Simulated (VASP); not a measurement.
# ZrB2 (P6/mmm) in VASP: notebook

The runs below take ZrB2 through relaxation of cell and atoms, with LDA.

Program: VASP 6.6.1. These are calculated values, not measurements. Logs are shortened: lines on timing, memory, paths and dates and some standing lists are left out, and cuts for length are marked.

### 1 The cell of the first run

The structure is hexagonal, space group P6/mmm (No. 191). The conventional cell has a = 3.136 Å, b = 3.136 Å, c = 3.486 Å, α = 90.00°, β = 90.00°, γ = 120.00°. Zr (site symmetry 6/mmm) has 12 B at 2.51 Å and 6 Zr at 3.14 Å within 3.3 Å. B (site symmetry -6m2) has 3 B at 1.81 Å within 2.4 Å.

### 2 Relaxation of cell and atoms, LDA

File INCAR:

```
SYSTEM = ZrB2
  ALGO = Normal
  EDIFF = 1E-6
  EDIFFG = -0.002
  ENCUT = 600
  GGA = CA
  IBRION = 2
  ISIF = 3
  ISMEAR = 0
  LASPH = .TRUE.
  LCHARG = .FALSE.
  LREAL = .FALSE.
  LWAVE = .FALSE.
  NELM = 80
  NSW = 100
  PREC = Accurate
  SIGMA = 0.1
```

File KPOINTS:

```
k-points
0
G
  15 15 10
  0 0 0
```

File POSCAR:

```
ZrB2
1.0
    3.1355276186      0.0000000000      0.0000000000
   -1.5677638093      2.7154465720      0.0000000000
    0.0000000000      0.0000000000      3.4861614446
Zr B
1 2
Direct
    0.0000000000      0.0000000000      0.0000000000
    0.3333333333      0.6666666667      0.5000000000
    0.6666666667      0.3333333333      0.5000000000
```

Potentials or basis: VASP PAW LDA potentials, release 64 (Zr_sv, B).

Launch:

```bash
cat potpaw_LDA.64/Zr_sv/POTCAR potpaw_LDA.64/B/POTCAR > POTCAR
mpirun -np 1 vasp_std > vasp.out
```

OUTCAR:

```text
SYSTEM = ZrB2
   EDIFF = 1E-6
   EDIFFG = -0.002
   ENCUT = 600
   GGA = CA
   IBRION = 2
   ISIF = 3
   ISMEAR = 0
   LASPH = .TRUE.
   LREAL = .FALSE.
   NELM = 80
   NSW = 100
   PREC = Accurate

 ion  position               nearest neighbor table
   1  0.000  0.000  0.000-   2 2.51   3 2.51   2 2.51   3 2.51   3 2.51   3 2.51   2 2.51   2 2.51
                             3 2.51   3 2.51   2 2.51   2 2.51
   2  0.333  0.667  0.500-   3 1.81   3 1.81   3 1.81   1 2.51   1 2.51   1 2.51   1 2.51   1 2.51
                             1 2.51
   3  0.667  0.333  0.500-   2 1.81   2 1.81   2 1.81   1 2.51   1 2.51   1 2.51   1 2.51   1 2.51
                             1 2.51

  LATTYP: Found a hexagonal cell.
 ALAT       =     3.1355276186
 C/A-ratio  =     1.1118261003

  Lattice vectors:

 A1 = (   3.1355276186,   0.0000000000,   0.0000000000)
 A2 = (  -1.5677638093,   2.7154465720,   0.0000000000)
 A3 = (   0.0000000000,   0.0000000000,   3.4861614446)

Analysis of symmetry for initial positions (statically):
=====================================================================
 Subroutine PRICEL returns:
 Original cell was already a primitive cell.

 Routine SETGRP: Setting up the symmetry group for a
 hexagonal supercell.

 Subroutine GETGRP returns: Found 24 space group operations
 (whereof 24 operations were pure point group operations)
 out of a pool of 24 trial point group operations.

The static configuration has the point symmetry D_6h.

Analysis of symmetry for dynamics (positions and initial velocities):
=====================================================================
 Subroutine PRICEL returns:
 Original cell was already a primitive cell.

 Routine SETGRP: Setting up the symmetry group for a
 hexagonal supercell.

 Subroutine GETGRP returns: Found 24 space group operations
 (whereof 24 operations were pure point group operations)
 out of a pool of 24 trial point group operations.

The dynamic configuration has the point symmetry D_6h.

 Subroutine INISYM returns: Found 24 space group operations
 (whereof 24 operations are pure point group operations),
 and found     1 'primitive' translations

----------------------------------------------------------------------------------------

                                     Primitive cell

  volume of cell :      29.6824

  direct lattice vectors                    reciprocal lattice vectors
     3.135527619  0.000000000  0.000000000     0.318925591  0.184131776  0.000000000
    -1.567763809  2.715446572  0.000000000     0.000000000  0.368263552  0.000000000
     0.000000000  0.000000000  3.486161445     0.000000000  0.000000000  0.286848448

  length of vectors
     3.135527619  3.135527619  3.486161445     0.368263552  0.368263552  0.286848448

  position of ions in fractional coordinates (direct lattice)
     0.000000000  0.000000000  0.000000000
     0.333333333  0.666666667  0.500000000
     0.666666667  0.333333333  0.500000000

  ion indices of the primitive-cell ions
   primitive index   ion index
                 1           1
                 2           2
                 3           3

----------------------------------------------------------------------------------------

 KPOINTS: k-points

Automatic generation of k-mesh.
 Grid dimensions read from file:
 generate k-points for:   15   15   10

 Generating k-lattice:

  Cartesian coordinates                     Fractional coordinates (reciprocal lattice)
     0.021261706  0.012275452  0.000000000     0.066666667  0.000000000  0.000000000
     0.000000000  0.024550903  0.000000000     0.000000000  0.066666667  0.000000000
     0.000000000  0.000000000  0.028684845     0.000000000  0.000000000  0.100000000

  Length of vectors
     0.024550903  0.024550903  0.028684845

  Shift w.r.t. Gamma in fractional coordinates (k-lattice)
     0.000000000  0.000000000  0.000000000

 Subroutine IBZKPT returns following result:
 ===========================================

 Found    162 irreducible k-points:

 Following reciprocal coordinates:
            Coordinates               Weight
  0.000000  0.000000  0.000000      1.000000
  0.066667  0.000000  0.000000      6.000000
  0.133333  0.000000  0.000000      6.000000
  0.200000  0.000000  0.000000      6.000000
  0.266667  0.000000  0.000000      6.000000
  0.333333  0.000000  0.000000      6.000000
[... 16 lines left out ...]
  0.333333  0.200000  0.000000     12.000000
  0.400000  0.200000  0.000000      6.000000
 [... further k-points ...]
   k-points           NKPTS =    162   k-points in BZ     NKDIM =    162   number of bands    NBANDS=     13
   number of dos      NEDOS =    301   number of ions     NIONS =      3
   total plane-waves  NPLWV =  21952
   dimension x,y,z NGX =    28 NGY =   28 NGZ =   28
   dimension x,y,z NGXF=    56 NGYF=   56 NGZF=   56
   ions per type =               1   2
   NGX,Y,Z   is equivalent  to a cutoff of  14.85, 14.85, 13.35 a.u.
   NGXF,Y,Z  is equivalent  to a cutoff of  29.69, 29.69, 26.70 a.u.
 SYSTEM =  ZrB2
   PREC   = accura    normal or accurate (medium, high low for compatibility)
   ISTART =      0    job   : 0-new  1-cont  2-samecut
   ICHARG =      2    charge: 1-file 2-atom 10-const
   ISPIN  =      1    spin polarized calculation?
   LNONCOLLINEAR =      F non collinear calculations
   LSORBIT =      F    spin-orbit coupling
   LASPH  =      T    aspherical Exc in radial PAW
   ENCUT  =  600.0 eV  44.10 Ry    6.64 a.u.   6.26  6.26  6.96*2*pi/ulx,y,z
   NELM   =     80;   NELMIN=  2; NELMDL= -5     # of ELM steps
   EDIFF  = 0.1E-05   stopping-criterion for ELM
   LREAL  =      F    real-space projection
   EDIFFG = -.2E-02   stopping-criterion for IOM
   NSW    =    100    number of steps for IOM
   IBRION =      2    ionic relax: 0-MD 1-quasi-New 2-CG
   NFREE  =      1    steps in history (QN), initial steepest desc. (CG)
   ISIF   =      3    stress and relaxation
   ISYM   =      2    0-nonsym 1-usesym 2-fastsym
   POTIM  = 0.5000    time-step for ionic-motion
   TEBEG  =    0.0;   TEEND  =   0.0 temperature during run
   PSTRESS=    0.0 pullay stress
   NELECT =      18.0000    total number of electrons
   NUPDOWN=      -1.0000    fix difference up-down
   EMIN   =  10.00;   EMAX   =-10.00  energy-range for DOS
   EFERMI =   0.00;   METHOD = LEGACY
   ISMEAR =     0;   SIGMA  =   0.10  broadening in eV -4-tet -1-fermi 0-gaus
   EFERMI_NEDOS =   21; number of points for ismear=-14 and -15
   IALGO  =     38    algorithm
   IMIX   =      4    mixing-type and parameters
     AMIX     =   0.40;   BMIX     =  1.00
     AMIX_MAG =   1.60;   BMIX_MAG =  1.00
  volume/ion in A,a.u.               =       9.89        66.77
  Fermi-wavevector in a.u.,A,eV,Ry     =   1.385689  2.618573 26.125021  1.920135
  Thomas-Fermi vector in A             =   2.510076
   LORBIT       =      0    0 simple, 1 ext, 2 COOP (PROOUT), +10 PAW based schemes
   GGA     = CA    functional components
   LHFCALC =     F    Hartree Fock is set to
   AEXX    =    0.0000 exact exchange contribution
   IVDW    =     0    specifies the selected vdW correction
   LEPSILON=     F    determine dielectric tensor
   LRPA    =     F    only Hartree local field effects (RPA)
 conjugate gradient relaxation of ions
 non-spin polarized calculation
 Gauss-broadening in eV      SIGMA  =   0.10
  energy-cutoff  :      600.00
  volume of cell :       29.68
 maximum number of plane-waves:      1010
 NGX is ok and might be reduce to    28
   NGX = 13   NGY = 13   NGZ = 13

--------------------------------------- Ionic step        1  -------------------------------------------

 number of electron      18.0000000 magnetization

 Free energy of the ion-electron system (eV)
  ---------------------------------------------------
  ext. energy  EPLUGINS =         0.00000000
  ---------------------------------------------------
  free energy    TOTEN  =       -27.48576548 eV

  energy without entropy =      -27.48503406  energy(sigma->0) =      -27.48539977

------------------------ aborting loop because EDIFF is reached ----------------------------------------

  FORCE on cell =-STRESS in cart. coord.  units (eV):
  Direction    XX          YY          ZZ          XY          YZ          ZX
  --------------------------------------------------------------------------------------
  -------------------------------------------------------------------------------------
  Total        0.0153488      0.0153488      0.0819975      0.0000000      0.0000000      0.0000000
  in kB        0.8284858      0.8284858      4.4260059      0.0000000      0.0000000      0.0000000
  external PRESSURE =       2.0276592 kB  Pullay stress =       0.0000000 kB
[... 244 lines left out ...]
  energy  without entropy=      -27.4850597023  energy(sigma->0) =      -27.48542916

--------------------------------------- Ionic step        8  -------------------------------------------

 number of electron      18.0000000 magnetization

 Free energy of the ion-electron system (eV)
  ---------------------------------------------------
  ext. energy  EPLUGINS =         0.00000000
  ---------------------------------------------------
  free energy    TOTEN  =       -27.48580367 eV

  energy without entropy =      -27.48505998  energy(sigma->0) =      -27.48543182

 E-fermi :  10.8073     XC(G=0): -12.7475

 val. band max:       10.7294487290   @ k =   0.0667   0.0667   0.5000
 cond. band min:      10.8497811122   @ k =   0.0667   0.0667   0.4000
 fundamental gap:      0.1203323833
 Fermi energy:        10.8073297972

 k-point     1 :       0.0000    0.0000    0.0000
  band No.  band energies     occupation
      1     -37.3839      2.00000
      2     -15.7509      2.00000
      3     -15.1291      2.00000
      4     -15.1291      2.00000
      5      -1.8646      2.00000
      6       8.1491      2.00000
      7       8.1491      2.00000
      8       8.1846      2.00000
      9       8.5865      2.00000
     10      14.3803      0.00000
     11      14.3803      0.00000
     12      15.1817      0.00000
     13      15.1817      0.00000
[... 353 lines left out ...]
 k-point    24 :       0.4000    0.2000    0.0000
  band No.  band energies     occupation
      1     -37.2356      2.00000
      2     -16.0686      2.00000
      3     -15.6145      2.00000
      4     -15.5342      2.00000
      5       2.4880      2.00000
      6       2.7527      2.00000
      7       5.2972      2.00000
      8       7.3917      2.00000
      9       9.8285      2.00000
     10      10.5985      1.99685
     11      13.6970      0.00000
     12      15.1439      0.00000
     13      17.4433      0.00000

 [... further k-points ...]

------------------------ aborting loop because EDIFF is reached ----------------------------------------

  FORCE on cell =-STRESS in cart. coord.  units (eV):
  Direction    XX          YY          ZZ          XY          YZ          ZX
  --------------------------------------------------------------------------------------
  -------------------------------------------------------------------------------------
  Total        0.0011644      0.0011644      0.0008650      0.0000000      0.0000000     -0.0000000
  in kB        0.0628068      0.0628068      0.0466579      0.0000000      0.0000000     -0.0000000
  external PRESSURE =       0.0574239 kB  Pullay stress =       0.0000000 kB
[... 18 lines left out ...]
  FREE ENERGIE OF THE ION-ELECTRON SYSTEM (eV)
  ---------------------------------------------------
  free  energy   TOTEN  =       -27.4858036650 eV

  energy  without entropy=      -27.4850599792  energy(sigma->0) =      -27.48543182

 reached required accuracy - stopping structural energy minimisation
```

Wall time 5.2 min (1 thread of AMD EPYC 7R13, shared host); peak memory 0.21 GiB.

Results:

* Free energy: -27.4858 eV
* Relaxed volume: 9.90 Å³/atom
* Relaxed cell: a = 3.135 Å, b = 3.135 Å, c = 3.490 Å, α = 90.00°, β = 90.00°, γ = 120.00°
* Space group after relaxing (to 0.1 Å): P6/mmm (No. 191)
* Energy gained by relaxing: 0.0 meV/atom
* Ionic steps: 8
* Pressure after relaxing: 0.0 GPa
* Band gap on the k mesh: zero (bands 9 and 10 overlap by 0.89 eV)

Final structure:
```yaml
crystal:
  lattice:
    - [3.13515, 0.00000, 0.00000]
    - [-1.56757, 2.71512, 0.00000]
    - [0.00000, 0.00000, 3.48961]
  atoms:
    - { symbol: Zr, position: [0.00000, 0.00000, 0.00000] }
    - { symbol: B, position: [0.33333, 0.66667, 0.50000] }
    - { symbol: B, position: [0.66667, 0.33333, 0.50000] }
```

Levels at points of the mesh, in eV from the Fermi level:
```tsv
k point	band 7	band 8	band 9	band 10	band 11	band 12
(0.00, 0.00, 0.00)	-2.66	-2.62	-2.22	3.57	3.57	4.37
(0.00, 0.00, 0.50)	-0.93	-0.93	0.36	0.36	0.83	0.83
```

### 3 Relaxation of cell and atoms, LDA

File INCAR:

```
  PREC = Accurate
  ENCUT = 600
  EDIFF = 1E-7
  ISMEAR = -1
  SIGMA = 0.15
  LREAL = F
  LASPH = T
  NELM = 100
  ALGO = Normal
  ISIF = 3
  LWAVE = F
  LCHARG = F
  GGA = CA
  IBRION = 2
  NSW = 80
  EDIFFG = -0.001
```

File KPOINTS:

```
Automatic mesh
0
Gamma
  15 15 12
```

File POSCAR:

```
ZrB2
1.0
    3.1335658147      0.0000000000      0.0000000000
   -1.5667829074      2.7137476000      0.0000000000
    0.0000000000      0.0000000000      3.4873131165
Zr B
1 2
Direct
    0.0000000000      0.0000000000      0.0000000000
    0.3333333333      0.6666666667      0.5000000000
    0.6666666667      0.3333333333      0.5000000000
```

Potentials or basis: VASP PAW LDA potentials, release 64 (Zr_sv, B).

Launch:

```bash
cat potpaw_LDA.64/Zr_sv/POTCAR potpaw_LDA.64/B/POTCAR > POTCAR
mpirun -np 1 vasp_std > vasp.out
```

It took 5.6 min on 1 thread of AMD EPYC 7R13, shared host; peak memory 0.23 GiB.

Results (log left out):

| Quantity | Value |
| --- | --- |
| Free energy | -27.4931 eV |
| Relaxed volume | 9.91 Å³/atom |
| Relaxed cell | a = 3.135 Å, b = 3.135 Å, c = 3.491 Å, α = 90.00°, β = 90.00°, γ = 120.00° |
| Space group after relaxing (to 0.1 Å) | P6/mmm (No. 191) |
| Energy gained by relaxing | 0.0 meV/atom |
| Ionic steps | 8 |
| Pressure after relaxing | 0.0 GPa |
| Band gap on the k mesh | zero (bands 9 and 10 overlap by 1.03 eV) |

The path:
| step | energy change (eV) | largest force (eV/Å) | pressure (GPa) | volume (Å³) |
| --- | --- | --- | --- | --- |
| 1 | 0.0000 | 0.0000 | 0.53 | 29.66 |
| 2 | 0.0001 | 0.0000 | -0.70 | 29.80 |
| 3 | -0.0001 | 0.0000 | -0.02 | 29.72 |
| 4 | -0.0001 | 0.0000 | -0.01 | 29.72 |
| 5 | -0.0001 | 0.0000 | 0.01 | 29.72 |
| 6 | -0.0001 | 0.0000 | 0.01 | 29.72 |
| 7 | -0.0001 | 0.0000 | 0.01 | 29.71 |
| 8 | -0.0001 | 0.0000 | 0.01 | 29.72 |

Final structure:
```xyz
3
Lattice="3.1349 0.0000 0.0000 -1.5674 2.7149 0.0000 0.0000 0.0000 3.4914" Properties=species:S:1:pos:R:3 pbc="T T T"
Zr    0.0000    0.0000    0.0000
B     0.0000    1.8099    1.7457
B     1.5674    0.9050    1.7457
```

Levels at points of the mesh, in eV from the Fermi level:
| k point | band 6 | band 7 | band 8 | band 9 | band 10 | band 11 | band 12 | band 13 |
| --- | --- | --- | --- | --- | --- | --- | --- | --- |
| (0.00, 0.00, 0.00) | -2.67 | -2.67 | -2.64 | -2.24 | 3.55 | 3.55 | 4.35 | 4.35 |
| (0.00, 0.00, 0.50) | -6.98 | -0.95 | -0.95 | 0.35 | 0.35 | 0.81 | 0.81 | 1.91 |

The gap in the log of VASP goes by the Fermi energy; the results here count the filled bands.